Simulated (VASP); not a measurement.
Runs of VASP 6.6.1 on ZnAu. The structure is that of space group Pm-3m (No. 221), or close to it. The cells are those of the table. 

```tsv
level	potentials or basis	cell	k mesh	gap on the mesh (eV)	pressure (GPa)
r2SCAN	VASP PAW PBE potentials, release 64 (Zn, Au)	a = 3.210 Å, 2 atoms	11 × 11 × 11	none	(a)
LDA	VASP PAW LDA potentials, release 64 (Zn, Au)	a = 3.095 Å, 2 atoms	10 × 10 × 10	none	0.7
r2SCAN	VASP PAW PBE potentials, release 64 (Zn, Au)	a = 3.148 Å, 2 atoms	11 × 11 × 11	none	0.3
PBE	VASP PAW PBE potentials, release 64 (Zn, Au)	a = 3.186 Å, 2 atoms	10 × 10 × 10	none	(c)
r2SCAN	VASP PAW PBE potentials, release 64 (Zn, Au)	a = 3.084 Å, 2 atoms	11 × 11 × 11	none	10.5
r2SCAN	VASP PAW PBE potentials, release 64 (Zn, Au)	a = 3.189 Å, 2 atoms	11 × 11 × 11	none	-4.5
r2SCAN	VASP PAW PBE potentials, release 64 (Zn, Au)	a = 3.127 Å, 2 atoms	11 × 11 × 11	none	3.3
r2SCAN	VASP PAW PBE potentials, release 64 (Zn, Au)	a = 3.148 Å, 2 atoms	10 × 10 × 10	none	0.3
r2SCAN	VASP PAW PBE potentials, release 64 (Zn, Au)	a = 3.169 Å, 2 atoms	11 × 11 × 11	none	-2.2
PBEsol	VASP PAW PBE potentials, release 64 (Zn, Au)	a = 3.128 Å, 2 atoms	10 × 10 × 10	none	0.2
r2SCAN	VASP PAW PBE potentials, release 64 (Zn, Au)	a = 3.105 Å, 2 atoms	11 × 11 × 11	none	(b)
```

Alike in all rows: task single point; no spin polarisation; cutoff (eV) 520; smearing fermi-dirac 0.1 eV.

Question: Estimate the missing entries.

Answer: (a) -6.4; (b) 6.6; (c) 0.0.

Caveats: spin-orbit coupling is left out, which moves the levels of the heavy elements; the PAW data sets were made with another functional, which shifts forces and pressure a little (at least some runs); the cell stands under pressure (at least some runs); the cell stands under tension (at least some runs).

A k mesh can miss the band edges, and the runs leave out spin-orbit coupling on Au.

A gap of «none» marks levels without a gap at the run's occupations.
